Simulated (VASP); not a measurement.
MgSi2N2:

```
CELL_PARAMETERS angstrom
-1.83031 1.83031 4.76242
1.83031 -1.83031 4.76242
1.83031 1.83031 -4.76242
ATOMIC_POSITIONS crystal
Mg 0.00000 0.00000 0.00000
Si 0.75000 0.25000 0.50000
Si 0.25000 0.75000 0.50000
N 0.36254 0.36254 0.00000
N 0.63746 0.63746 0.00000
```

* Program: VASP 6.6.1
* Task: relaxation of cell and atoms
* Functional: PBE
* Potentials or basis: VASP PAW PBE potentials, release 64 (Mg, Si, N)
* Cutoff: 600 eV
* k mesh: 6 × 6 × 6
* Occupations: gaussian, width 0.1 eV
* Spin: no spin polarisation

At the start: pressure 1.1 GPa; volume 12.76 Å³/atom.

Question: How do energy, volume and symmetry change on relaxing?

Answer: Over 13 steps the energy falls by 649.9 meV/atom and the volume is 13.24 Å³/atom (+3.7 %); space group I4/mmm (No. 139, to 0.05 Å).

The path:
```
step  energy change (eV)  largest force (eV/Å)  pressure (GPa)  volume (Å³)
   1              0.0000                2.0340            1.11        63.82
   2             -0.3357                1.2994            2.02        64.64
   3             -0.7769                0.9863            3.69        66.20
   4             -1.8846                1.9108           -1.02        69.40
   5             -2.7256                0.7855           -5.64        76.10
   6             -3.0625                0.0013           -6.36        73.82
   7             -2.0125                2.1408           28.70        57.62
   8             -3.1612                0.2902           -1.40        69.60
   9             -3.1615                0.3055           -1.20        69.45
  10             -3.2426                0.1013            0.09        66.70
  11             -3.2482                0.0573            0.72        65.76
  12             -3.2418                0.0706           -1.85        67.19
  13             -3.2495                0.0201           -0.03        66.18
```

Final structure:
```cif
data_structure
_symmetry_space_group_name_H-M 'P 1'
_symmetry_Int_Tables_number 1
_cell_length_a 5.2365
_cell_length_b 5.2365
_cell_length_c 5.2365
_cell_angle_alpha 136.917
_cell_angle_beta 136.917
_cell_angle_gamma 62.566
_cell_volume 66.18
loop_
_atom_site_label
_atom_site_type_symbol
_atom_site_fract_x
_atom_site_fract_y
_atom_site_fract_z
_atom_site_occupancy
Mg1 Mg 0.00000 0.00000 0.00000 1
Si1 Si 0.75000 0.25000 0.50000 1
Si2 Si 0.25000 0.75000 0.50000 1
N1 N 0.24489 0.24489 0.00000 1
N2 N 0.75511 0.75511 0.00000 1
```

Caveat: the k points lie up to 0.39 Å⁻¹ apart in the final cell.
